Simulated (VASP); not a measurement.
Input of a VASP 6.6.1 run:

File INCAR:

```
ALGO = Fast ; EDIFF = 1E-6
ENCUT = 520 ; GGA = PS
ISIF = 2 ; ISMEAR = 0
LASPH = True ; LCHARG = False
LREAL = False ; LWAVE = False
NBANDS = 11 ; NELM = 100
PREC = Accurate ; SIGMA = 0.15
```

KPOINTS

```
k-points
0
Gamma
  14 14 14
```

File POSCAR:

```
Ba
1.0
   -1.4850493684      2.5820933239      2.5820933239
    2.5820933239     -1.4850493684      2.5820933239
    2.5820933239      2.5820933239     -1.4850493684
Ba
1
Direct
    0.0000000000      0.0000000000      0.0000000000
```

Potentials or basis: VASP PAW PBE potentials, release 64 (Ba_sv).

Run with:

```sh
$ cat potpaw_PBE.64/Ba_sv/POTCAR > POTCAR
$ mpirun -np 1 vasp_std > vasp.out
```

Question: Predict the pressure.

Answer: -0.5 GPa.

Question: Predict the band gap on the k mesh.

Answer: Zero (bands 5 and 6 overlap by 0.25 eV).

Stress tensor (GPa, compression positive):
```
-0.50 -0.32 -0.32
-0.32 -0.50 -0.32
-0.32 -0.32 -0.50
```

Caveat: the PAW data sets were made with another functional, which shifts forces and pressure a little; spin-orbit coupling is left out, which moves the levels of the heavy elements.
